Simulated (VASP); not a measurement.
# Ga (Cmce) in VASP: electric field gradients with PBEsol

Aim: the electric field gradients of Ga with PBEsol.

All numbers are computed with VASP 6.6.1; they aren't measurements. Logs are shortened: lines on timing, memory, paths and dates and some standing lists are left out, and cuts for length are marked.

## Step 1: The cell of the first run

It takes space group Cmce (No. 64, orthorhombic). Conventional cell: a = 4.523 Å, b = 7.661 Å, c = 4.524 Å, α = 90.00°, β = 90.00°, γ = 90.00°. Ga (site symmetry m) has 7 Ga at 2.48 to 2.79 Å within 3.3 Å.

## Step 2: Electric field gradients, PBEsol

INCAR reads:

```
SYSTEM = Ga
PREC = Accurate ; ENCUT = 520
EDIFF = 1E-8 ; ISMEAR = -1
SIGMA = 0.05 ; LREAL = Auto
LASPH = .TRUE. ; NELM = 60
ALGO = Normal ; ISIF = 2
LWAVE = .FALSE. ; LCHARG = .FALSE.
GGA = PS ; LEFG = .TRUE.
NBANDS = 118
```

KPOINTS reads:

```
regular mesh
0
G
  3 3 3
  0 0 0
```

POSCAR reads:

```
Ga
1.0
    0.0000000000      7.6610000000      4.5240000000
    0.0000000000     -7.6610000000      4.5240000000
    4.5230000000      0.0000000000     -4.5240000000
Ga
16
Direct
    0.1179500000      0.4630500000      0.5000000000
    0.6179500000      0.9630500000      0.5000000000
    0.6179500000      0.4630500000      0.0000000000
    0.1179500000      0.9630500000      0.0000000000
    0.4630500000      0.6179500000      0.5000000000
    0.9630500000      0.1179500000      0.5000000000
    0.9630500000      0.6179500000      0.0000000000
    0.4630500000      0.1179500000      0.0000000000
    0.8820500000      0.5369500000      0.5000000000
    0.3820500000      0.0369500000      0.5000000000
    0.3820500000      0.5369500000      0.0000000000
    0.8820500000      0.0369500000      0.0000000000
    0.5369500000      0.3820500000      0.5000000000
    0.0369500000      0.8820500000      0.5000000000
    0.0369500000      0.3820500000      0.0000000000
    0.5369500000      0.8820500000      0.0000000000
```

Potentials or basis: VASP PAW PBE potentials, release 64 (Ga_d).

Command:

```sh
cat potpaw_PBE.64/Ga_d/POTCAR > POTCAR
mpirun -np 1 vasp_std > vasp.out
```

OUTCAR:

```text
SYSTEM = Ga
   PREC = Accurate
   ENCUT = 520
   EDIFF = 1E-8
   ISMEAR = -1
   LREAL = Auto
   LASPH = .TRUE.
   NELM = 60
   ISIF = 2
   GGA = PS

 ion  position               nearest neighbor table
   1  0.118  0.463  0.500-   9 2.48   6 2.69   5 2.69  16 2.73  15 2.73  12 2.79  11 2.79
   2  0.618  0.963  0.500-  10 2.48   6 2.69   5 2.69  15 2.73  16 2.73  11 2.79  12 2.79
   3  0.618  0.463  0.000-  11 2.48   8 2.69   7 2.69  14 2.73  13 2.73  10 2.79   9 2.79
   4  0.118  0.963  0.000-  12 2.48   8 2.69   7 2.69  13 2.73  14 2.73   9 2.79  10 2.79
   5  0.463  0.618  0.500-  13 2.48   2 2.69   1 2.69  12 2.73  11 2.73  15 2.79  16 2.79
   6  0.963  0.118  0.500-  14 2.48   2 2.69   1 2.69  11 2.73  12 2.73  16 2.79  15 2.79
[... 8 lines left out ...]
  15  0.037  0.382  0.000-   7 2.48  11 2.69  12 2.69   1 2.73   2 2.73   5 2.79   6 2.79
  16  0.537  0.882  0.000-   8 2.48  11 2.69  12 2.69   2 2.73   1 2.73   6 2.79   5 2.79

  LATTYP: Found a face centered orthorhombic cell.
 ALAT       =     9.0460000000
 B/A-ratio  =     1.0002210922
 C/A-ratio  =     1.6937873093

  Lattice vectors:

 A1 = (   0.0000000000,   7.6610000000,  -4.5240000000)
 A2 = (   4.5230000000,   7.6610000000,   0.0000000000)
 A3 = (   4.5230000000,   0.0000000000,  -4.5240000000)

Analysis of symmetry for initial positions (statically):
=====================================================================
 Subroutine PRICEL returns following result:

  LATTYP: Found a base centered orthorhombic cell.
 ALAT       =     4.5230000000
 B/A-ratio  =     1.6937873093
 C/A-ratio  =     1.0002210922

  Lattice vectors:

 A1 = (   2.2615000000,   3.8305000000,   0.0000000000)
 A2 = (   2.2615000000,  -3.8305000000,   0.0000000000)
 A3 = (   0.0000000000,   0.0000000000,  -4.5240000000)

   4 primitive cells build up your supercell.

 Routine SETGRP: Setting up the symmetry group for a
 face centered orthorhombic supercell.

 Subroutine GETGRP returns: Found  8 space group operations
 (whereof  4 operations were pure point group operations)
 out of a pool of  8 trial point group operations.

The static configuration has the point symmetry C_2h.
 The point group associated with its full space group is D_2h.

Analysis of symmetry for dynamics (positions and initial velocities):
=====================================================================
 Subroutine PRICEL returns following result:

  LATTYP: Found a base centered orthorhombic cell.
 ALAT       =     4.5230000000
 B/A-ratio  =     1.6937873093
 C/A-ratio  =     1.0002210922

  Lattice vectors:

 A1 = (   2.2615000000,   3.8305000000,   0.0000000000)
 A2 = (   2.2615000000,  -3.8305000000,   0.0000000000)
 A3 = (   0.0000000000,   0.0000000000,  -4.5240000000)

   4 primitive cells build up your supercell.

 Routine SETGRP: Setting up the symmetry group for a
 face centered orthorhombic supercell.

 Subroutine GETGRP returns: Found  8 space group operations
 (whereof  4 operations were pure point group operations)
 out of a pool of  8 trial point group operations.

The dynamic configuration has the point symmetry C_2h.
 The point group associated with its full space group is D_2h.

 Subroutine INISYM returns: Found  8 space group operations
 (whereof  4 operations are pure point group operations),
 and found     4 'primitive' translations

----------------------------------------------------------------------------------------

                                     Primitive cell

  volume of cell :      78.3799

  direct lattice vectors                    reciprocal lattice vectors
     2.261500000  3.830500000  0.000000000     0.221092195  0.130531262  0.000000000
     2.261500000 -3.830500000  0.000000000     0.221092195 -0.130531262  0.000000000
     0.000000000  0.000000000 -4.524000000     0.000000000  0.000000000 -0.221043324

  length of vectors
     4.448270731  4.448270731  4.524000000     0.256749234  0.256749234  0.221043324

  position of ions in fractional coordinates (direct lattice)
     0.154900000  0.845100000  0.919000000
     0.345100000  0.654900000  0.419000000
     0.845100000  0.154900000  0.081000000
     0.654900000  0.345100000  0.581000000

  ion indices of the primitive-cell ions
   primitive index   ion index
                 1           1
                 2           5
[... 34 lines left out ...]
 -0.333333  0.333333  0.000000      2.000000
  0.000000  0.000000  0.333333      2.000000
  0.333333  0.000000  0.333333      4.000000
 -0.333333  0.333333  0.333333      4.000000
 -0.333333 -0.333333  0.333333      2.000000
   k-points           NKPTS =      8   k-points in BZ     NKDIM =      8   number of bands    NBANDS=    118
   number of dos      NEDOS =    301   number of ions     NIONS =     16
   total plane-waves  NPLWV = 235200
   dimension x,y,z NGX =    70 NGY =   70 NGZ =   48
   dimension x,y,z NGXF=   140 NGYF=  140 NGZF=   96
   ions per type =              16
   NGX,Y,Z   is equivalent  to a cutoff of  13.08, 13.08, 12.47 a.u.
   NGXF,Y,Z  is equivalent  to a cutoff of  26.16, 26.16, 24.95 a.u.
 SYSTEM =  Ga
   PREC   = accura    normal or accurate (medium, high low for compatibility)
   ISTART =      0    job   : 0-new  1-cont  2-samecut
   ICHARG =      2    charge: 1-file 2-atom 10-const
   ISPIN  =      1    spin polarized calculation?
   LNONCOLLINEAR =      F non collinear calculations
   LSORBIT =      F    spin-orbit coupling
   LASPH  =      T    aspherical Exc in radial PAW
   ENCUT  =  520.0 eV  38.22 Ry    6.18 a.u.  16.54 16.54 11.89*2*pi/ulx,y,z
   NELM   =     60;   NELMIN=  2; NELMDL= -5     # of ELM steps
   EDIFF  = 0.1E-07   stopping-criterion for ELM
   LREAL  =      T    real-space projection
   EDIFFG = 0.1E-06   stopping-criterion for IOM
   NSW    =      0    number of steps for IOM
   IBRION =     -1    ionic relax: 0-MD 1-quasi-New 2-CG
   NFREE  =      0    steps in history (QN), initial steepest desc. (CG)
   ISIF   =      2    stress and relaxation
   ISYM   =      2    0-nonsym 1-usesym 2-fastsym
   POTIM  = 0.5000    time-step for ionic-motion
   TEBEG  =    0.0;   TEEND  =   0.0 temperature during run
   PSTRESS=    0.0 pullay stress
   NELECT =     208.0000    total number of electrons
   NUPDOWN=      -1.0000    fix difference up-down
   EMIN   =  10.00;   EMAX   =-10.00  energy-range for DOS
   EFERMI =   0.00;   METHOD = LEGACY
   ISMEAR =    -1;   SIGMA  =   0.05  broadening in eV -4-tet -1-fermi 0-gaus
   EFERMI_NEDOS =   21; number of points for ismear=-14 and -15
   IALGO  =     38    algorithm
   IMIX   =      4    mixing-type and parameters
     AMIX     =   0.40;   BMIX     =  1.00
     AMIX_MAG =   1.60;   BMIX_MAG =  1.00
  volume/ion in A,a.u.               =      19.59       132.23
  Fermi-wavevector in a.u.,A,eV,Ry     =   1.427823  2.698194 27.737908  2.038679
  Thomas-Fermi vector in A             =   2.547951
   LORBIT       =      0    0 simple, 1 ext, 2 COOP (PROOUT), +10 PAW based schemes
   GGA     = PS    functional components
   LHFCALC =     F    Hartree Fock is set to
   AEXX    =    0.0000 exact exchange contribution
   IVDW    =     0    specifies the selected vdW correction
   LEPSILON=     F    determine dielectric tensor
   LRPA    =     F    only Hartree local field effects (RPA)
 non-spin polarized calculation
  energy-cutoff  :      520.00
  volume of cell :      313.52
 maximum number of plane-waves:      8473
 NGX is ok and might be reduce to    70
   NGX = 33   NGY = 33   NGZ = 23

 number of electron     208.0000003 magnetization

 Free energy of the ion-electron system (eV)
  ---------------------------------------------------
  ext. energy  EPLUGINS =         0.00000000
  ---------------------------------------------------
  free energy    TOTEN  =       -53.41727737 eV

  energy without entropy =      -53.39595854  energy(sigma->0) =      -53.40661795

 E-fermi :   5.0281     XC(G=0): -10.8016

 val. band max:        4.7818226963   @ k =   0.3333   0.3333  -0.0000
 cond. band min:       5.0313516832   @ k =  -0.3333  -0.3333   0.3333
 fundamental gap:      0.2495289869
 Fermi energy:         5.0280566878

 k-point     1 :       0.0000    0.0000    0.0000
  band No.  band energies     occupation
      1     -10.2856      2.00000
      2     -10.2204      2.00000
      3     -10.2204      2.00000
      4     -10.2204      2.00000
      5     -10.2204      2.00000
      6     -10.2181      2.00000
[... 941 lines left out ...]
    115       7.7007      0.00000
    116       7.7007      0.00000
 [bands above 116 left out]

------------------------ aborting loop because EDIFF is reached ----------------------------------------

  FORCE on cell =-STRESS in cart. coord.  units (eV):
  Direction    XX          YY          ZZ          XY          YZ          ZX
  --------------------------------------------------------------------------------------
  -------------------------------------------------------------------------------------
  Total       -6.9192213     -1.5747241     -1.0334037      0.0000000      0.0000000      0.0000000
  in kB      -35.3592595     -8.0473041     -5.2809974      0.0000000      0.0000000      0.0000000
  external PRESSURE =     -16.2291870 kB  Pullay stress =       0.0000000 kB

 VOLUME and BASIS-vectors are now :
 -----------------------------------------------------------------------------
  energy-cutoff  :      520.00
  volume of cell :      313.52
      direct lattice vectors                 reciprocal lattice vectors
     0.000000000  7.661000000  4.524000000     0.110546098  0.065265631  0.110521662
     0.000000000 -7.661000000  4.524000000     0.110546098 -0.065265631  0.110521662
     4.523000000  0.000000000 -4.524000000     0.221092195  0.000000000  0.000000000

 POSITION                                       TOTAL-FORCE (eV/Angst)
 -----------------------------------------------------------------------------------
      2.26150     -2.64381      0.36644        -0.000000      0.072886      0.089550
      2.26150     -2.64381      4.89044         0.000000      0.072886      0.089550
      0.00000      1.18669      4.89044         0.000000      0.072886      0.089550
      0.00000     -6.47431      4.89044        -0.000000      0.072886      0.089550
      2.26150     -1.18669      2.62844        -0.000000     -0.072886      0.089550
      2.26150      6.47431      2.62844         0.000000     -0.072886      0.089550
[... 8 lines left out ...]
      0.00000     -2.64381      1.89556         0.000000      0.072886     -0.089550
      0.00000     -2.64381      6.41956         0.000000      0.072886     -0.089550
 -----------------------------------------------------------------------------------
    total drift:                                0.000000     -0.000000     -0.000000

  FREE ENERGIE OF THE ION-ELECTRON SYSTEM (eV)
  ---------------------------------------------------
  free  energy   TOTEN  =       -53.4172773702 eV

  energy  without entropy=      -53.3959585396  energy(sigma->0) =      -53.40661795

 Electric field gradients (V/A^2)
---------------------------------------------------------------------
 ion       V_xx      V_yy      V_zz      V_xy      V_xz      V_yz
---------------------------------------------------------------------
   1      32.451   -34.070     1.619     0.000     0.004   -20.246
   2      32.451   -34.070     1.619     0.000     0.004   -20.246
   3      32.451   -34.070     1.619     0.000     0.004   -20.246
   4      32.451   -34.070     1.619     0.000     0.004   -20.246
   5      32.451   -34.070     1.619    -0.000     0.004    20.246
   6      32.451   -34.070     1.619    -0.000     0.004    20.246
[... 8 lines left out ...]
  15      32.451   -34.070     1.619    -0.000     0.004    20.246
  16      32.451   -34.070     1.619    -0.000     0.004    20.246
---------------------------------------------------------------------

 Electric field gradients after diagonalization (V/A^2)
 (convention: |V_zz| > |V_xx| > |V_yy|)
----------------------------------------------------------------------
 ion       V_xx      V_yy      V_zz     asymmetry (V_yy - V_xx)/ V_zz
----------------------------------------------------------------------
   1      32.451    10.762   -43.213       0.502
   2      32.451    10.762   -43.213       0.502
   3      32.451    10.762   -43.213       0.502
   4      32.451    10.762   -43.213       0.502
   5      32.451    10.762   -43.213       0.502
   6      32.451    10.762   -43.213       0.502
[... 8 lines left out ...]
  15      32.451    10.762   -43.213       0.502
  16      32.451    10.762   -43.213       0.502
----------------------------------------------------------------------

           NMR quadrupolar parameters

 Cq : quadrupolar parameter    Cq=e*Q*V_zz/h
 eta: asymmetry parameters     (V_yy - V_xx)/ V_zz
 Q  : nuclear electric quadrupole moment in mb (millibarn)
----------------------------------------------------------------------
 ion       Cq(MHz)       eta       Q (mb)
----------------------------------------------------------------------
   1      -0.104       0.502       1.000
   2      -0.104       0.502       1.000
   3      -0.104       0.502       1.000
   4      -0.104       0.502       1.000
   5      -0.104       0.502       1.000
   6      -0.104       0.502       1.000
[... 8 lines left out ...]
  15      -0.104       0.502       1.000
  16      -0.104       0.502       1.000
----------------------------------------------------------------------
```

It took 16 min on 1 thread of Intel Xeon Platinum 8259CL at 2.50GHz (Skylake/Cascade Lake), shared host; peak memory 0.59 GiB.

What came out:

| Quantity | Value |
| --- | --- |
| Free energy | -53.4173 eV |
| Pressure | -1.6 GPa |
| Largest force | 0.115 eV/Å |
| Band gap on the k mesh | zero (bands 104 and 105 overlap by 0.53 eV) |
| Largest electric field gradient by atom | Ga -43.2 V/Å² |

Forces on the atoms (eV/Å):
```
Ga   0.000  0.073  0.090
Ga   0.000  0.073  0.090
Ga   0.000  0.073  0.090
Ga   0.000  0.073  0.090
Ga   0.000 -0.073  0.090
Ga   0.000 -0.073  0.090
Ga   0.000 -0.073  0.090
Ga   0.000 -0.073  0.090
Ga   0.000 -0.073 -0.090
Ga   0.000 -0.073 -0.090
Ga   0.000 -0.073 -0.090
Ga   0.000 -0.073 -0.090
Ga   0.000  0.073 -0.090
Ga   0.000  0.073 -0.090
Ga   0.000  0.073 -0.090
Ga   0.000  0.073 -0.090
```

Stress tensor (GPa, compression positive):
```
-3.54  0.00  0.00
 0.00 -0.80  0.00
 0.00  0.00 -0.53
```

Levels at points of the mesh, in eV from the Fermi level:
| k point | band 102 | band 103 | band 104 | band 105 | band 106 | band 107 |
| --- | --- | --- | --- | --- | --- | --- |
| (0.00, 0.00, 0.00) | -1.69 | -1.65 | -0.92 | 0.33 | 0.33 | 0.33 |

Electric field gradients, principal values (V/Å²):
```csv
atom,least,middle,greatest (by size)
1 Ga,10.762,32.451,-43.213
2 Ga,10.762,32.451,-43.213
3 Ga,10.762,32.451,-43.213
4 Ga,10.762,32.451,-43.213
5 Ga,10.762,32.451,-43.213
6 Ga,10.762,32.451,-43.213
7 Ga,10.762,32.451,-43.213
8 Ga,10.762,32.451,-43.213
9 Ga,10.762,32.451,-43.213
10 Ga,10.762,32.451,-43.213
11 Ga,10.762,32.451,-43.213
12 Ga,10.762,32.451,-43.213
13 Ga,10.762,32.451,-43.213
14 Ga,10.762,32.451,-43.213
15 Ga,10.762,32.451,-43.213
16 Ga,10.762,32.451,-43.213
```

Caveat: without QUAD_EFG the Cq values of the log hold for a quadrupole moment of 1 mb, not for the nuclei; the PAW data sets were made with another functional, which shifts forces and pressure a little.
